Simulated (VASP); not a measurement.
# TePb (rocksalt type) (Fm-3m) in VASP: single point with LDA

Aim: the single point of TePb (rocksalt type) with LDA.

Program: VASP 6.6.1. These are calculated values, not measurements. Logs are shortened: lines on timing, memory, paths and dates and some standing lists are left out, and cuts for length are marked.

### 1 The cell of the first run

It takes space group Fm-3m (No. 225, cubic). The conventional cell has a = 6.251 Å, b = 6.251 Å, c = 6.251 Å, α = 90.00°, β = 90.00°, γ = 90.00°. Pb (site symmetry m-3m) has 6 Te at 3.13 Å within 4.1 Å. Within 4.1 Å of Te (site symmetry m-3m) lie 6 Pb at 3.13 Å.

### 2 Single point, LDA (30.53 Å³/atom)

POSCAR

```
TePb
1.0
    0.0000000000      3.1253308082      3.1253308082
    3.1253308082      0.0000000000      3.1253308082
    3.1253308082      3.1253308082      0.0000000000
Pb Te
1 1
Direct
    0.0000000000      0.0000000000      0.0000000000
    0.5000000000      0.5000000000      0.5000000000
```

INCAR.step1

```
  PREC = Accurate
  ENCUT = 400
  EDIFF = 1E-6
  ISMEAR = -1
  SIGMA = 0.08
  LREAL = F
  LASPH = T
  NELM = 120
  ALGO = Normal
  ISIF = 2
  LWAVE = F
  LCHARG = T
  GGA = CA
  NBANDS = 17
  GGA_COMPAT = F
  NEDOS = 2001
  LORBIT = 11
```

KPOINTS.step1

```
Automatic mesh
0
Gamma
  12 12 12
```

INCAR.step2

```
  PREC = Accurate
  ENCUT = 400
  EDIFF = 1E-6
  ISMEAR = -5
  SIGMA = 0.08
  LREAL = F
  LASPH = T
  NELM = 120
  ALGO = Normal
  ISIF = 2
  LWAVE = F
  LCHARG = F
  GGA = CA
  LORBIT = 10
  NEDOS = 2001
  ICHARG = 11
  GGA_COMPAT = F
```

KPOINTS.step2

```
Automatic mesh
0
Gamma
  18 18 18
```

Potentials or basis: VASP PAW LDA potentials, release 64 (Pb_d, Te).

On the command line:

```console
> cat potpaw_LDA.64/Pb_d/POTCAR potpaw_LDA.64/Te/POTCAR > POTCAR
> cp INCAR.step1 INCAR
> cp KPOINTS.step1 KPOINTS
> mpirun -np 1 vasp_std > vasp.out
> cp INCAR.step2 INCAR
> cp KPOINTS.step2 KPOINTS
> mpirun -np 1 vasp_std > vasp.out
```

OUTCAR:

```text
PREC = Accurate
   ENCUT = 400
   EDIFF = 1E-6
   ISMEAR = -5
   LREAL = F
   LASPH = T
   NELM = 120
   ISIF = 2
   GGA = CA
   LORBIT = 10
   ICHARG = 11

 ion  position               nearest neighbor table
   1  0.000  0.000  0.000-   2 3.13   2 3.13   2 3.13   2 3.13   2 3.13   2 3.13
   2  0.500  0.500  0.500-   1 3.13   1 3.13   1 3.13   1 3.13   1 3.13   1 3.13

  LATTYP: Found a face centered cubic cell.
 ALAT       =     6.2506616164

  Lattice vectors:

 A1 = (   0.0000000000,   3.1253308082,   3.1253308082)
 A2 = (   3.1253308082,   0.0000000000,   3.1253308082)
 A3 = (   3.1253308082,   3.1253308082,   0.0000000000)

Analysis of symmetry for initial positions (statically):
=====================================================================
 Subroutine PRICEL returns:
 Original cell was already a primitive cell.

 Routine SETGRP: Setting up the symmetry group for a
 face centered cubic supercell.

 Subroutine GETGRP returns: Found 48 space group operations
 (whereof 48 operations were pure point group operations)
 out of a pool of 48 trial point group operations.

The static configuration has the point symmetry O_h .

Analysis of symmetry for dynamics (positions and initial velocities):
=====================================================================
 Subroutine PRICEL returns:
 Original cell was already a primitive cell.

 Routine SETGRP: Setting up the symmetry group for a
 face centered cubic supercell.

 Subroutine GETGRP returns: Found 48 space group operations
 (whereof 48 operations were pure point group operations)
 out of a pool of 48 trial point group operations.

The dynamic configuration has the point symmetry O_h .

 Subroutine INISYM returns: Found 48 space group operations
 (whereof 48 operations are pure point group operations),
 and found     1 'primitive' translations

----------------------------------------------------------------------------------------

                                     Primitive cell

  volume of cell :      61.0545

  direct lattice vectors                    reciprocal lattice vectors
     0.000000000  3.125330808  3.125330808    -0.159983064  0.159983064  0.159983064
     3.125330808  0.000000000  3.125330808     0.159983064 -0.159983064  0.159983064
     3.125330808  3.125330808  0.000000000     0.159983064  0.159983064 -0.159983064

  length of vectors
     4.419885216  4.419885216  4.419885216     0.277098796  0.277098796  0.277098796

  position of ions in fractional coordinates (direct lattice)
[... 98 lines left out ...]
   IALGO  =     38    algorithm
   IMIX   =      4    mixing-type and parameters
     AMIX     =   0.40;   BMIX     =  1.00
     AMIX_MAG =   1.60;   BMIX_MAG =  1.00
  volume/ion in A,a.u.               =      30.53       206.01
  Fermi-wavevector in a.u.,A,eV,Ry     =   1.128528  2.132608 17.328033  1.273574
  Thomas-Fermi vector in A             =   2.265218
   LORBIT       =     10    0 simple, 1 ext, 2 COOP (PROOUT), +10 PAW based schemes
   GGA     = CA    functional components
   LHFCALC =     F    Hartree Fock is set to
   AEXX    =    0.0000 exact exchange contribution
   IVDW    =     0    specifies the selected vdW correction
   LEPSILON=     F    determine dielectric tensor
   LRPA    =     F    only Hartree local field effects (RPA)
 non-spin polarized calculation
 Fermi weights with tetrahedron method with Bloechl corrections
  energy-cutoff  :      400.00
  volume of cell :       61.05
 maximum number of plane-waves:      1125
 NGX is ok and might be reduce to    30

 number of electron      20.0000011 magnetization

 Free energy of the ion-electron system (eV)
  ---------------------------------------------------
  ext. energy  EPLUGINS =         0.00000000
  ---------------------------------------------------
  free energy    TOTEN  =        -8.73245199 eV

  energy without entropy =       -8.73245199  energy(sigma->0) =       -8.73245199

 E-fermi :   6.8341     XC(G=0): -10.0183

 val. band max:        6.8219282899   @ k =   0.5000   0.0000   0.0000
 cond. band min:       7.2235762751   @ k =   0.5000   0.0000   0.0000
 fundamental gap:      0.4016479852
 Fermi energy:         6.8340712297

 k-point     1 :       0.0000    0.0000    0.0000
  band No.  band energies     occupation
      1     -10.0933      2.00000
      2     -10.0933      2.00000
      3     -10.0661      2.00000
      4     -10.0661      2.00000
      5     -10.0661      2.00000
      6      -6.1541      2.00000
      7       1.3820      2.00000
      8       5.0403      2.00000
      9       5.0403      2.00000
     10       5.0403      2.00000
     11      10.8738      0.00000
     12      10.8738      0.00000
     13      10.8738      0.00000
     14      12.3300      0.00000
[... 377 lines left out ...]
      1     -10.1068      2.00000
      2     -10.1025      2.00000
      3     -10.0650      2.00000
      4     -10.0559      2.00000
      5     -10.0532      2.00000
      6      -5.5704      2.00000
      7      -0.4040      2.00000
      8       4.7489      2.00000
      9       5.4644      2.00000
     10       6.1753      2.00000
     11       8.5131      0.00000
     12       8.7538      0.00000
     13       9.9052      0.00000
     14      12.3285      0.00000

 [... further k-points ...]

------------------------ aborting loop because EDIFF is reached ----------------------------------------

  FORCE on cell =-STRESS in cart. coord.  units (eV):
  Direction    XX          YY          ZZ          XY          YZ          ZX
  --------------------------------------------------------------------------------------
  -------------------------------------------------------------------------------------
  Total        1.3475262      1.3475262      1.3475262     -0.0000000     -0.0000000      0.0000000
  in kB       35.3614296     35.3614296     35.3614296     -0.0000000     -0.0000000      0.0000000
  external PRESSURE =      35.3614296 kB  Pullay stress =       0.0000000 kB

 VOLUME and BASIS-vectors are now :
 -----------------------------------------------------------------------------
  energy-cutoff  :      400.00
  volume of cell :       61.05
      direct lattice vectors                 reciprocal lattice vectors
     0.000000000  3.125330808  3.125330808    -0.159983064  0.159983064  0.159983064
     3.125330808  0.000000000  3.125330808     0.159983064 -0.159983064  0.159983064
     3.125330808  3.125330808  0.000000000     0.159983064  0.159983064 -0.159983064

 POSITION                                       TOTAL-FORCE (eV/Angst)
 -----------------------------------------------------------------------------------
      0.00000      0.00000      0.00000         0.000000     -0.000000     -0.000000
      3.12533      3.12533      3.12533        -0.000000      0.000000      0.000000
 -----------------------------------------------------------------------------------
    total drift:                               -0.000000     -0.000000      0.000000

  FREE ENERGIE OF THE ION-ELECTRON SYSTEM (eV)
  ---------------------------------------------------
  free  energy   TOTEN  =        -8.7324519886 eV

  energy  without entropy=       -8.7324519886  energy(sigma->0) =       -8.73245199

 total charge

# of ion       s       p       d       tot
------------------------------------------
    1        1.453   0.662   9.836  11.952
    2        1.385   2.024   0.029   3.437
--------------------------------------------------
tot          2.838   2.686   9.865  15.389
```

OSZICAR.step1:

```text
N       E                     dE             d eps       ncg     rms          rms(c)
DAV:   1     0.137806049284E+03    0.13781E+03   -0.79540E+03  2473   0.959E+02
DAV:   2     0.348113435316E-01   -0.13777E+03   -0.13396E+03  2688   0.270E+02
DAV:   3    -0.861382817495E+01   -0.86486E+01   -0.86036E+01  3222   0.756E+01
DAV:   4    -0.882333165772E+01   -0.20950E+00   -0.20942E+00  3206   0.134E+01
DAV:   5    -0.883006808634E+01   -0.67364E-02   -0.67363E-02  3304   0.201E+00    0.427E+00
DAV:   6    -0.874100379310E+01    0.89064E-01   -0.17393E-01  3619   0.334E+00    0.269E+00
DAV:   7    -0.873333136155E+01    0.76724E-02   -0.59449E-02  3444   0.133E+00    0.891E-01
DAV:   8    -0.873249612725E+01    0.83523E-03   -0.72872E-03  3128   0.825E-01    0.142E-01
DAV:   9    -0.873249043706E+01    0.56902E-05   -0.64749E-04  3601   0.252E-01    0.314E-02
DAV:  10    -0.873248500761E+01    0.54294E-05   -0.40387E-05  3209   0.502E-02    0.243E-02
DAV:  11    -0.873248470431E+01    0.30330E-06   -0.19099E-05  3364   0.336E-02    0.147E-02
DAV:  12    -0.873248470100E+01    0.33028E-08   -0.15407E-06  2145   0.744E-03
   1 F= -.87324847E+01 E0= -.87322836E+01  d E =-.402124E-03
```

It took 50 s on 1 thread of Intel Xeon 6975P-C (Granite Rapids), shared host; peak memory 0.23 GiB.

What came out:

```
Valence electrons inside the program's atomic spheres : Pb 11.95; Te 3.44
```

Caveat: spin-orbit coupling is left out, which moves the levels of the heavy elements.
